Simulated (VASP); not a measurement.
# SnRu4: single point with PBE

The system is SnRu4.

```xyz
5
Lattice="6.2093 0.0000 0.0000 0.0000 6.2093 0.0000 0.0000 0.0000 2.6819" Properties=species:S:1:pos:R:3 pbc="T T T"
Sn    3.1046    3.1046    1.3410
Ru    1.1468    1.1468    1.3410
Ru    5.0625    5.0625    1.3410
Ru    1.1468    5.0625    1.3410
Ru    5.0625    1.1468    1.3410
```

The cell was built from a structure type or drawn by symmetry, and may not be a known phase.

```
Program                : VASP 6.6.1
Task                   : single point
Functional             : PBE
Potentials or basis    : VASP PAW PBE potentials, release 64 (Sn_d, Ru_pv)
Cutoff                 : 520 eV
k mesh                 : 4 × 4 × 4
Occupations            : gaussian, width 0.1 eV
Spin                   : no spin polarisation
Dipole correction      : no
Further INCAR settings : ALGO = Normal; EDIFF = 1e-06; NBANDS = 43
```

- Pressure: 0.1 GPa
- Largest force: 0.035 eV/Å
- Band gap on the k mesh: zero (bands 35 and 36 overlap by 1.09 eV)

Forces on the atoms (eV/Å):
```
Sn   0.000  0.000  0.000
Ru   0.025  0.025  0.000
Ru  -0.025 -0.025  0.000
Ru   0.025 -0.025  0.000
Ru  -0.025  0.025  0.000
```

Stress tensor (GPa, compression positive):
```
 0.19  0.00  0.00
 0.00  0.19  0.00
 0.00  0.00 -0.15
```

Levels at points of the mesh, in eV from the Fermi level:
```csv
k point,band 31,band 32,band 33,band 34,band 35,band 36,band 37,band 38,band 39,band 40
"(0.00, 0.00, 0.00)",-1.12,-0.75,-0.75,0.01,0.01,0.26,0.56,1.12,1.12,1.34
"(0.50, 0.00, 0.00)",-1.35,-1.10,-1.09,-0.78,-0.72,0.97,1.00,1.01,1.12,1.30
"(0.50, 0.50, 0.00)",-2.11,-1.33,-1.06,-0.73,-0.73,0.06,1.05,1.05,1.21,1.49
"(0.00, 0.00, 0.50)",-1.43,-1.36,-1.05,-0.25,1.04,1.51,1.51,2.14,2.37,2.58
"(0.50, 0.00, 0.50)",-1.03,-0.92,-0.81,-0.58,-0.34,1.37,1.57,1.92,2.22,2.44
"(0.50, 0.50, 0.50)",-1.60,-1.60,-0.50,-0.49,-0.49,0.14,1.19,1.94,2.50,3.03
```

It took 24 s on 1 thread of Intel(R) Xeon(R) 6975P-C (Granite Rapids), with other jobs on the host, peak memory 0.24 GiB.

Caveat: the k points lie up to 0.59 Å⁻¹ apart, too coarse for converged energies and pressures of a metal; spin-orbit coupling is left out, which moves the levels of the heavy elements.
